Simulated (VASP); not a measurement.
CaCuBr:

```
CELL_PARAMETERS angstrom
4.01615 0.00000 0.00000
0.00000 4.01615 0.00000
0.00000 0.00000 8.23530
ATOMIC_POSITIONS crystal
Ca 0.00000 0.50000 0.14000
Ca 0.50000 0.00000 0.86000
Cu 0.00000 0.00000 0.00000
Cu 0.50000 0.50000 0.00000
Br 0.00000 0.50000 0.67000
Br 0.50000 0.00000 0.33000
```

- Program: VASP 6.6.1
- Task: relaxation of cell and atoms
- Functional: revPBE
- Potentials or basis: VASP PAW PBE potentials, release 64 (Ca_sv, Cu, Br)
- Cutoff: 600 eV
- k mesh: 5 × 5 × 3
- Occupations: fermi-dirac, width 0.0125 eV
- Spin: no spin polarisation

At the start: pressure 23.1 GPa; volume 22.14 Å³/atom.

Q: Where does the relaxation end?

A: Over 32 steps the energy falls by 1231.6 meV/atom and the volume is 27.56 Å³/atom (+24.5 %); space group P4/nmm (No. 129, to 0.1 Å) before and after.

Step by step:
```csv
step,energy change (eV),largest force (eV/Å),pressure (GPa),volume (Å³)
1,0.0000,7.4199,23.12,132.83
2,-5.3399,1.0464,-2.46,204.15
3,-5.3624,1.4094,-1.55,195.67
4,-5.7898,1.1699,-1.59,189.44
5,-6.6585,0.2532,-0.65,170.28
6,-6.7078,0.5934,0.38,162.43
7,-6.7170,0.4995,-0.13,165.00
8,-6.8273,0.4677,0.31,162.81
9,-7.1796,0.6075,1.64,155.16
10,-5.9806,0.5598,8.36,135.76
11,-7.2993,0.3862,2.11,151.85
12,-7.3030,0.3141,2.49,150.21
13,-7.3453,0.1030,1.10,154.22
14,-7.3454,0.1084,1.16,154.02
15,-7.3666,0.0562,0.64,156.05
16,-7.3752,0.0570,0.09,158.44
17,-7.3758,0.0580,0.07,158.72
18,-7.3767,0.0588,-0.07,159.56
19,-7.3772,0.0537,-0.03,159.58
20,-7.3787,0.0625,0.03,159.64
21,-7.3807,0.0806,0.19,159.75
22,-7.3809,0.1177,0.51,159.98
23,-7.3814,0.1024,0.37,159.89
24,-7.3817,0.1006,0.40,159.98
25,-7.3824,0.0972,0.33,160.26
26,-7.3838,0.0907,0.32,160.83
27,-7.3859,0.0777,0.24,161.96
28,-7.3883,0.0515,0.11,164.24
29,-7.3885,0.0488,0.05,165.32
30,-7.3890,0.0336,0.01,165.44
31,-7.3894,0.0165,-0.08,165.66
32,-7.3895,0.0095,-0.02,165.39
```

Final structure:
```xyz
6
Lattice="3.6932 0.0000 0.0000 0.0000 3.6932 0.0000 0.0000 0.0000 12.1256" Properties=species:S:1:pos:R:3 pbc="T T T"
Ca    0.0000    1.8466    2.4447
Ca    1.8466    0.0000    9.6810
Cu    0.0000    0.0000    0.0000
Cu    1.8466    1.8466    0.0000
Br    0.0000    1.8466    8.1383
Br    1.8466    0.0000    3.9873
```

Caveat: the volume moved by over 15 % at a fixed basis, so the end points are rough; the PAW data sets were made with another functional, which shifts forces and pressure a little.
